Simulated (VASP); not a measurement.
## Cu3N: single point with PBE

Cu3N:

```xyz
4
Lattice="3.6993 0.0000 0.0000 0.0000 3.6993 0.0000 0.0000 0.0000 3.6993" Properties=species:S:1:pos:R:3 pbc="T T T"
Cu    1.8496    0.0000    0.0000
Cu    0.0000    1.8496    0.0000
Cu    0.0000    0.0000    1.8496
N     0.0000    0.0000    0.0000
```

* Program: VASP 6.6.1
* Task: single point
* Functional: PBE
* Potentials or basis: VASP PAW PBE potentials, release 64 (Cu, N)
* Cutoff: 600 eV
* k mesh: 12 × 12 × 12
* Occupations: gaussian, width 0.1 eV
* Spin: no spin polarisation

```yaml
Pressure: 15.8 GPa
Band_gap_on_the_k_mesh: zero (bands 19 and 20 overlap by 0.09 eV)
```

Levels at points of the mesh, in eV from the Fermi level:
```tsv
k point	band 16	band 17	band 18	band 19	band 20	band 21	band 22	band 23
(0.00, 0.00, 0.00)	-2.06	-2.06	-2.06	-2.00	1.28	5.68	5.68	6.75
(0.50, 0.00, 0.00)	-2.46	-2.06	-1.60	-1.60	1.85	3.43	7.40	7.42
(0.50, 0.50, 0.00)	-2.41	-1.21	-1.21	-0.79	-0.08	3.97	5.06	5.06
(0.50, 0.50, 0.50)	-2.10	0.02	0.02	0.02	0.52	0.52	0.52	6.15
```

Wall time 3 min on 1 thread of Oxide Virtual Turin-like Processor, with other jobs on the host, peak memory 0.22 GiB.

Caveat: the cell stands under pressure; semilocal functionals underestimate gaps, and a narrow one can read as zero. With open d or f shells a metallic result of PBE can be an artefact of self-interaction; +U or a hybrid may open a gap.
